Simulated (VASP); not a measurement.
Here is a VASP 6.6.1 calculation.

Contents of INCAR:

```
PREC = Accurate ; ENCUT = 600
EDIFF = 1E-6 ; ISMEAR = 0
SIGMA = 0.1 ; LREAL = F
LASPH = T ; NELM = 100
ALGO = Normal ; ISIF = 3
LWAVE = F ; LCHARG = F
GGA = CA ; IBRION = 2
NSW = 50 ; EDIFFG = -0.005
```

File KPOINTS:

```
regular mesh
0
Gamma
  11 11 11
```

File POSCAR:

```
Sn
1.0
   -1.8946500000      1.8946500000      1.8946500000
    1.8946500000     -1.8946500000      1.8946500000
    1.8946500000      1.8946500000     -1.8946500000
Sn
1
Direct
    0.0000000000      0.0000000000      0.0000000000
```

Potentials or basis: VASP PAW LDA potentials, release 64 (Sn_d).

Launch:

```sh
$ cat potpaw_LDA.64/Sn_d/POTCAR > POTCAR
$ mpirun -np 1 vasp_std > vasp.out
```

Problem. What does it give for the relaxed volume?

Solution. 25.68 Å³/atom.

Problem. What does it give for the relaxed cell?

Solution. a = 3.219 Å, b = 3.219 Å, c = 3.219 Å, α = 109.47°, β = 109.47°, γ = 109.47°.

Final structure:
```
Sn
1.0
    -1.85858    1.85858    1.85858
     1.85858   -1.85858    1.85858
     1.85858    1.85858   -1.85858
Sn
1
Direct
  0.00000 0.00000 0.00000
```
